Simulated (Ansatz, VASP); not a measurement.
## Two plane-wave programs on Al3Ga2Sb5

```
Al Ga Sb
1.0
     0.00010   -4.43199    0.00073
     4.43080   -0.00010    0.00039
    -2.21612    2.21119   15.34646
Al Ga Sb
3 2 5
Direct
  0.89976 0.89961 0.79953
  0.49985 0.50019 0.99997
  0.09970 0.10076 0.20045
  0.70002 0.69945 0.40040
  0.30030 0.29999 0.59957
  0.35002 0.85005 0.69973
  0.94989 0.44971 0.89977
  0.54974 0.05028 0.10021
  0.15009 0.65057 0.30032
  0.75062 0.24940 0.50004
```

Change from the starting cell: cell x1, atoms moved at random (sigma 0.15 Å) and cell strained at random (1.5 %), then relaxed without symmetry.

Alike in both runs: functional PBE; k mesh 4 × 4 × 4; occupations gaussian, width 0.1 eV; no spin polarisation.

Ansatz relaxed the structure, and its values are those at the end. VASP's run is a single point on that final structure, the one shown.

|  | VASP | Ansatz |
| --- | --- | --- |
| version | VASP 6.6.1 | Ansatz 0.2.0 |
| potentials or method | VASP PAW PBE potentials, release 64 (Al, Ga_d, Sb), cutoff 520 eV | scalar-relativistic, plane waves, PAW |
| valence electrons in the cell | 60 | 110 |

|  | VASP | Ansatz | Ansatz less VASP |
| --- | --- | --- | --- |
| gap on the k mesh at the Fermi level (eV) | 0.49 | 0.48 | -0.002 |
| least direct gap on the mesh (eV) | 0.49 | 0.48 | -0.002 |
| pressure (GPa) | 0.1 | 0.0 | -0.14 |
| rms of the force components (eV/Å) | 0.004 | 0.002 | -0.0015 |

With one functional, cell and mesh, what is left measures potentials, basis and numerics. VASP's potentials hold 60 valence electrons a cell and Ansatz's 110, so a difference there can come from the potentials and not from the codes.

Spin-orbit coupling is off throughout.
